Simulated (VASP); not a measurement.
# Sb (R-3m) in VASP: further runs

The runs below take Sb through single point, with BLYP.

All numbers are computed with VASP 6.6.1; they aren't measurements. Logs are shortened: lines on timing, memory, paths and dates and some standing lists are left out, and cuts for length are marked.

**1. The cell of the first run**

It takes space group R-3m (No. 166, trigonal). The conventional cell has a = 4.257 Å, b = 4.257 Å, c = 25.547 Å, α = 90.00°, β = 90.00°, γ = 120.00°. Within 3.9 Å of Sb (site symmetry 3m) lie 3 Sb at 2.94 Å.

**2. Single point, BLYP**

Contents of INCAR:

```
SYSTEM = Sb
AGGAC    = 1.0          
AGGAX    = 1.0          
ALDAC    = 0.0          
ALDAX    = 1.0          
ALGO     = Normal         ! electronic algorithm
EDIFF    = 1E-7           ! SCF threshold, eV
ENCUT    = 520            ! plane-wave cutoff, eV
GGA      = B5             ! functional
ISIF     = 2              ! what is computed and relaxed
ISMEAR   = -1             ! smearing method
LASPH    = .True.         ! aspherical terms in the spheres
LCHARG   = .False.        ! write CHGCAR
LREAL    = .False.        ! projectors in reciprocal space
LWAVE    = .False.        ! write WAVECAR
NBANDS   = 12             ! bands
NELM     = 100            ! most SCF steps
PREC     = Accurate       ! precision mode
SIGMA    = 0.1            ! smearing width, eV
```

Contents of KPOINTS:

```
k-points
0
Gamma
  9 9 9
  0 0 0
```

Contents of POSCAR:

```
Sb
1.0
    2.1283567806      1.2288073602      8.5155463355
   -2.1283567806      1.2288073602      8.5155463355
    0.0000000000     -2.4576147204      8.5155463355
Sb
2
Direct
    0.1982491987      0.1982491987      0.1982491987
    0.8017508013      0.8017508013      0.8017508013
```

Potentials or basis: VASP PAW PBE potentials, release 64 (Sb).

Launch:

```sh
$ cat potpaw_PBE.64/Sb/POTCAR > POTCAR
$ mpirun -np 1 vasp_std > vasp.out
```

OUTCAR:

```text
SYSTEM = Sb
   EDIFF = 1E-7
   ENCUT = 520
   GGA = B5
   ISIF = 2
   ISMEAR = -1
   LASPH = .True.
   LREAL = .False.
   NELM = 100
   PREC = Accurate

 ion  position               nearest neighbor table
   1  0.198  0.198  0.198-   2 2.94   2 2.94   2 2.94
   2  0.802  0.802  0.802-   1 2.94   1 2.94   1 2.94

  LATTYP: Found a trigonal (rhomboedric) cell.
 ALAT       =     8.8630919834
 COS(alpha) =     0.8846683925

  Lattice vectors:

 A1 = (   2.1283567806,   1.2288073602,   8.5155463355)
 A2 = (  -2.1283567806,   1.2288073602,   8.5155463355)
 A3 = (   0.0000000000,  -2.4576147204,   8.5155463355)

Analysis of symmetry for initial positions (statically):
=====================================================================
 Subroutine PRICEL returns:
 Original cell was already a primitive cell.

 Routine SETGRP: Setting up the symmetry group for a
 trigonal (rhombohedral) supercell.

 Subroutine GETGRP returns: Found 12 space group operations
 (whereof 12 operations were pure point group operations)
 out of a pool of 12 trial point group operations.

The static configuration has the point symmetry D_3d.

Analysis of symmetry for dynamics (positions and initial velocities):
=====================================================================
 Subroutine PRICEL returns:
 Original cell was already a primitive cell.

 Routine SETGRP: Setting up the symmetry group for a
 trigonal (rhombohedral) supercell.

 Subroutine GETGRP returns: Found 12 space group operations
 (whereof 12 operations were pure point group operations)
 out of a pool of 12 trial point group operations.

The dynamic configuration has the point symmetry D_3d.

 Subroutine INISYM returns: Found 12 space group operations
 (whereof 12 operations are pure point group operations),
 and found     1 'primitive' translations

----------------------------------------------------------------------------------------

                                     Primitive cell

  volume of cell :     133.6263

  direct lattice vectors                    reciprocal lattice vectors
     2.128356781  1.228807360  8.515546335     0.234923019  0.135632868  0.039144092
    -2.128356781  1.228807360  8.515546335    -0.234923019  0.135632868  0.039144092
     0.000000000 -2.457614720  8.515546335     0.000000000 -0.271265736  0.039144092

  length of vectors
     8.863091983  8.863091983  8.863091983     0.274075463  0.274075463  0.274075463

  position of ions in fractional coordinates (direct lattice)
     0.198249199  0.198249199  0.198249199
     0.801750801  0.801750801  0.801750801

  ion indices of the primitive-cell ions
   primitive index   ion index
                 1           1
                 2           2

----------------------------------------------------------------------------------------

 KPOINTS: k-points

Automatic generation of k-mesh.
 Grid dimensions read from file:
 generate k-points for:    9    9    9

 Generating k-lattice:

  Cartesian coordinates                     Fractional coordinates (reciprocal lattice)
     0.026102558  0.015070319  0.004349344     0.111111111  0.000000000  0.000000000
    -0.026102558  0.015070319  0.004349344     0.000000000  0.111111111  0.000000000
     0.000000000 -0.030140637  0.004349344     0.000000000  0.000000000  0.111111111

  Length of vectors
     0.030452829  0.030452829  0.030452829

  Shift w.r.t. Gamma in fractional coordinates (k-lattice)
     0.000000000  0.000000000  0.000000000

 Subroutine IBZKPT returns following result:
 ===========================================

 Found     85 irreducible k-points:

 Following reciprocal coordinates:
            Coordinates               Weight
  0.000000  0.000000  0.000000      1.000000
  0.111111  0.000000  0.000000      6.000000
  0.222222 -0.000000  0.000000      6.000000
  0.333333 -0.000000  0.000000      6.000000
  0.444444 -0.000000  0.000000      6.000000
  0.111111  0.111111  0.000000      6.000000
[... 16 lines left out ...]
 -0.333333  0.333333  0.000000      6.000000
  0.444444  0.444444  0.000000      6.000000
 [... further k-points ...]
   k-points           NKPTS =     85   k-points in BZ     NKDIM =     85   number of bands    NBANDS=     12
   number of dos      NEDOS =    301   number of ions     NIONS =      2
   total plane-waves  NPLWV = 343000
   dimension x,y,z NGX =    70 NGY =   70 NGZ =   70
   dimension x,y,z NGXF=   140 NGYF=  140 NGZF=  140
   ions per type =               2
   NGX,Y,Z   is equivalent  to a cutoff of  13.13, 13.13, 13.13 a.u.
   NGXF,Y,Z  is equivalent  to a cutoff of  26.26, 26.26, 26.26 a.u.
 SYSTEM =  Sb
   PREC   = accura    normal or accurate (medium, high low for compatibility)
   ISTART =      0    job   : 0-new  1-cont  2-samecut
   ICHARG =      2    charge: 1-file 2-atom 10-const
   ISPIN  =      1    spin polarized calculation?
   LNONCOLLINEAR =      F non collinear calculations
   LSORBIT =      F    spin-orbit coupling
   LASPH  =      T    aspherical Exc in radial PAW
   ENCUT  =  520.0 eV  38.22 Ry    6.18 a.u.  16.48 16.48 16.48*2*pi/ulx,y,z
   NELM   =    100;   NELMIN=  2; NELMDL= -5     # of ELM steps
   EDIFF  = 0.1E-06   stopping-criterion for ELM
   LREAL  =      F    real-space projection
   EDIFFG = 0.1E-05   stopping-criterion for IOM
   NSW    =      0    number of steps for IOM
   IBRION =     -1    ionic relax: 0-MD 1-quasi-New 2-CG
   NFREE  =      0    steps in history (QN), initial steepest desc. (CG)
   ISIF   =      2    stress and relaxation
   ISYM   =      2    0-nonsym 1-usesym 2-fastsym
   POTIM  = 0.5000    time-step for ionic-motion
   TEBEG  =    0.0;   TEEND  =   0.0 temperature during run
   PSTRESS=    0.0 pullay stress
   NELECT =      10.0000    total number of electrons
   NUPDOWN=      -1.0000    fix difference up-down
   EMIN   =  10.00;   EMAX   =-10.00  energy-range for DOS
   EFERMI =   0.00;   METHOD = LEGACY
   ISMEAR =    -1;   SIGMA  =   0.10  broadening in eV -4-tet -1-fermi 0-gaus
   EFERMI_NEDOS =   21; number of points for ismear=-14 and -15
   IALGO  =     38    algorithm
   IMIX   =      4    mixing-type and parameters
     AMIX     =   0.40;   BMIX     =  1.00
     AMIX_MAG =   1.60;   BMIX_MAG =  1.00
  volume/ion in A,a.u.               =      66.81       450.88
  Fermi-wavevector in a.u.,A,eV,Ry     =   0.689886  1.303696  6.475598  0.475943
  Thomas-Fermi vector in A             =   1.771098
   LORBIT       =      0    0 simple, 1 ext, 2 COOP (PROOUT), +10 PAW based schemes
   GGA     = B5    functional components
   LHFCALC =     F    Hartree Fock is set to
   AEXX    =    0.0000 exact exchange contribution
   IVDW    =     0    specifies the selected vdW correction
   LEPSILON=     F    determine dielectric tensor
   LRPA    =     F    only Hartree local field effects (RPA)
 non-spin polarized calculation
  energy-cutoff  :      520.00
  volume of cell :      133.63
 maximum number of plane-waves:      3620
 NGX is ok and might be reduce to    70
   NGX = 33   NGY = 33   NGZ = 33

 number of electron      10.0000000 magnetization

 Free energy of the ion-electron system (eV)
  ---------------------------------------------------
  ext. energy  EPLUGINS =         0.00000000
  ---------------------------------------------------
  free energy    TOTEN  =        -6.96969138 eV

  energy without entropy =       -6.96944114  energy(sigma->0) =       -6.96956626

 E-fermi :   1.1377     XC(G=0):  -5.2773

 val. band max:        0.3860912218   @ k =   0.4444   0.4444   0.4444
 cond. band min:       1.7079726791   @ k =   0.4444   0.4444   0.4444
 fundamental gap:      1.3218814573
 Fermi energy:         1.1376884125

 k-point     1 :       0.0000    0.0000    0.0000
  band No.  band energies     occupation
      1     -10.2887      2.00000
      2      -5.6027      2.00000
      3       0.1792      1.99986
      4       0.3860      1.99891
      5       0.3860      1.99891
      6       1.8083      0.00245
      7       3.1527      0.00000
      8       3.1527      0.00000
      9       5.4553      0.00000
     10       7.1323      0.00000
     11       7.7965      0.00000
     12       8.5406      0.00000

 k-point     2 :       0.1111    0.0000    0.0000
  band No.  band energies     occupation
      1     -10.1719      2.00000
      2      -5.6394      2.00000
      3      -0.5348      2.00000
      4       0.1502      1.99990
      5       0.2176      1.99980
      6       2.4027      0.00001
      7       3.1203      0.00000
      8       3.3858      0.00000
      9       5.5702      0.00000
     10       7.2762      0.00000
     11       7.6479      0.00000
     12       8.4604      0.00000

 k-point     3 :       0.2222   -0.0000    0.0000
  band No.  band energies     occupation
      1      -9.8299      2.00000
      2      -5.8379      2.00000
      3      -1.5890      2.00000
      4      -0.3095      2.00000
      5       0.2184      1.99980
      6       2.0012      0.00036
      7       3.7596      0.00000
      8       3.8082      0.00000
      9       5.7466      0.00000
     10       7.2892      0.00000
     11       7.6511      0.00000
     12       8.0719      0.00000
[... 286 lines left out ...]
 k-point    23 :      -0.3333    0.3333    0.0000
  band No.  band energies     occupation
      1      -7.8154      2.00000
      2      -7.8154      2.00000
      3      -2.5801      2.00000
      4      -1.0014      2.00000
      5      -0.9995      2.00000
      6       2.3362      0.00001
      7       4.0320      0.00000
      8       4.0749      0.00000
      9       7.1624      0.00000
     10       7.4274      0.00000
     11       7.8086      0.00000
     12       8.2190      0.00000

 k-point    24 :       0.4444    0.4444    0.0000
  band No.  band energies     occupation
      1      -8.7317      2.00000
      2      -6.9919      2.00000
      3      -2.0821      2.00000
      4      -0.9269      2.00000
      5      -0.5670      2.00000
      6       2.1737      0.00006
      7       3.2843      0.00000
      8       3.9805      0.00000
      9       5.9513      0.00000
     10       6.9229      0.00000
     11       7.7631      0.00000
     12       8.7841      0.00000

 [... further k-points ...]
[... 5 lines left out ...]
  --------------------------------------------------------------------------------------
  -------------------------------------------------------------------------------------
  Total        0.1111823      0.1111823      0.2107199      0.0000000      0.0000000      0.0000000
  in kB        1.3330734      1.3330734      2.5265278      0.0000000      0.0000000      0.0000000
  external PRESSURE =       1.7308916 kB  Pullay stress =       0.0000000 kB

 VOLUME and BASIS-vectors are now :
 -----------------------------------------------------------------------------
  energy-cutoff  :      520.00
  volume of cell :      133.63
      direct lattice vectors                 reciprocal lattice vectors
     2.128356781  1.228807360  8.515546335     0.234923019  0.135632868  0.039144092
    -2.128356781  1.228807360  8.515546335    -0.234923019  0.135632868  0.039144092
     0.000000000 -2.457614720  8.515546335     0.000000000 -0.271265736  0.039144092

 POSITION                                       TOTAL-FORCE (eV/Angst)
 -----------------------------------------------------------------------------------
      0.00000      0.00000      5.06460         0.000000     -0.000000      0.115509
      0.00000      0.00000     20.48204         0.000000      0.000000     -0.115509
 -----------------------------------------------------------------------------------
    total drift:                               -0.000000     -0.000000      0.000000

  FREE ENERGIE OF THE ION-ELECTRON SYSTEM (eV)
  ---------------------------------------------------
  free  energy   TOTEN  =        -6.9696913814 eV

  energy  without entropy=       -6.9694411372  energy(sigma->0) =       -6.96956626
```

It took 10 min on 1 thread of AMD EPYC 7R43 (Zen 3), shared host; peak memory 0.63 GiB.

What came out:

* Free energy: -6.9697 eV
* Pressure: 0.2 GPa
* Largest force: 0.116 eV/Å
* Band gap on the k mesh: 1.32 eV, direct

Forces in eV/Å, atoms in the order of the input:
```
Sb   0.000  0.000  0.116
Sb   0.000  0.000 -0.116
```

Stress tensor (GPa, compression positive):
```
0.13 0.00 0.00
0.00 0.13 0.00
0.00 0.00 0.25
```

Levels at points of the mesh, in eV from the valence-band top:
```
           k point  band 2  band 3  band 4  band 5  band 6  band 7  band 8  band 9
(0.00, 0.00, 0.00)   -5.99   -0.21    0.00    0.00    1.42    2.77    2.77    5.07
```

Caveat: the PAW data sets were made with another functional, which shifts forces and pressure a little; spin-orbit coupling is left out, which moves the levels of the heavy elements. A k mesh can miss the band edges.

(Continued in part 2 of 2.)
